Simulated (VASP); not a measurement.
Input of a VASP 6.6.1 run:

Contents of POSCAR:

```
BaTiO3
1.0
    3.9698010395      0.0000000000      0.0000000000
    0.0000000000      3.9698010395      0.0000000000
    0.0000000000      0.0000000000      3.9698010395
Ba Ti O
1 1 3
Direct
    0.0000000000      0.0000000000      0.0000000000
    0.5000000000      0.5000000000      0.5000000000
    0.5000000000      0.5000000000      0.0000000000
    0.5000000000      0.0000000000      0.5000000000
    0.0000000000      0.5000000000      0.5000000000
```

Contents of INCAR.step1:

```
ALGO     = Normal         # electronic algorithm
EDIFF    = 1E-5           # SCF threshold, eV
EDIFFG   = -0.005         # ionic threshold
ENCUT    = 660            # plane-wave cutoff, eV
GGA      = PE             # functional
GGA_COMPAT= False        
IBRION   = 2              # ionic algorithm
ISIF     = 3              # what is computed and relaxed
ISMEAR   = -1             # smearing method
LASPH    = True           # aspherical terms in the spheres
LCHARG   = False          # write CHGCAR
LREAL    = False          # projectors in reciprocal space
LWAVE    = True           # write WAVECAR
NELM     = 120            # most SCF steps
NELMIN   = 4            
NSW      = 100            # ionic steps
PREC     = Accurate       # precision mode
SIGMA    = 0.03           # smearing width, eV
```

INCAR.step2

```
ALGO     = Normal         # electronic algorithm
BPARAM   = 11.95        
CPARAM   = 0.0093       
EDIFF    = 1E-7           # SCF threshold, eV
EDIFFG   = -0.01          # ionic threshold
ENCUT    = 660            # plane-wave cutoff, eV
GGA_COMPAT= False        
IBRION   = 2              # ionic algorithm
ISIF     = 3              # what is computed and relaxed
ISMEAR   = -1             # smearing method
ISTART   = 1            
IVDW_NL  = 2            
LASPH    = True           # aspherical terms in the spheres
LCHARG   = False          # write CHGCAR
LMIXTAU  = True         
LREAL    = False          # projectors in reciprocal space
LUSE_VDW = True         
LWAVE    = False          # write WAVECAR
METAGGA  = R2SCAN         # meta-GGA
NELM     = 120            # most SCF steps
NELMIN   = 4            
NSW      = 100            # ionic steps
PREC     = Accurate       # precision mode
SIGMA    = 0.03           # smearing width, eV
```

The input KPOINTS:

```
k-points
0
Gamma
  6 6 6
```

Potentials or basis: VASP PAW PBE potentials, release 64 (Ba_sv, Ti_sv, O).

Run with:

```bash
$ cat potpaw_PBE.64/Ba_sv/POTCAR potpaw_PBE.64/Ti_sv/POTCAR potpaw_PBE.64/O/POTCAR > POTCAR
$ cp INCAR.step1 INCAR
$ mpirun -np 1 vasp_std > vasp.out
$ cp INCAR.step2 INCAR
$ mpirun -np 1 vasp_std > vasp.out
```

(1) Predict the space group after relaxing (to 0.1 Å).

(2) Predict the relaxed cell.

(3) Estimate the relaxed volume.

Answers

(1) Pm-3m (No. 221).

(2) a = 3.997 Å, b = 3.997 Å, c = 3.997 Å, α = 90.00°, β = 90.00°, γ = 90.00°.

(3) 12.78 Å³/atom.

Caveat: the PAW data sets were made with another functional, which shifts forces and pressure a little.
